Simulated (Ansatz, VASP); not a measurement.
## Rh: VASP beside Ansatz

```xyz
2
Lattice="0.0000 2.7586 2.7586 2.7586 0.0000 2.7586 2.7586 2.7586 0.0000" Properties=species:S:1:pos:R:3 pbc="T T T"
Rh    0.6896    0.6896    0.6896
Rh    4.8275    4.8275    4.8275
```

Alike in both runs: functional PBE; k mesh 10 × 10 × 10; occupations fermi-dirac, width 0.1 eV; no spin polarisation.

Ansatz relaxed the structure, and its values are those at the end. VASP's run is a single point on that final structure, the one shown.

|  | VASP | Ansatz |
| --- | --- | --- |
| version | VASP 6.6.1 | Ansatz 0.2.0 |
| potentials or method | VASP PAW PBE potentials, release 64 (Rh_pv), cutoff 520 eV | plane waves (420 eV) with PAW, scalar-relativistic |
| valence electrons in the cell | 30 | 34 |

VASP gave:

```
pressure (GPa) : 0.2
```

**Question.** Estimate Ansatz's values.

**Answer.** Pressure (GPa): 0.0.

With one functional, cell and mesh, what is left measures potentials, basis and numerics. VASP's potentials hold 30 valence electrons a cell and Ansatz's 34, so a difference there can come from the potentials and not from the codes.
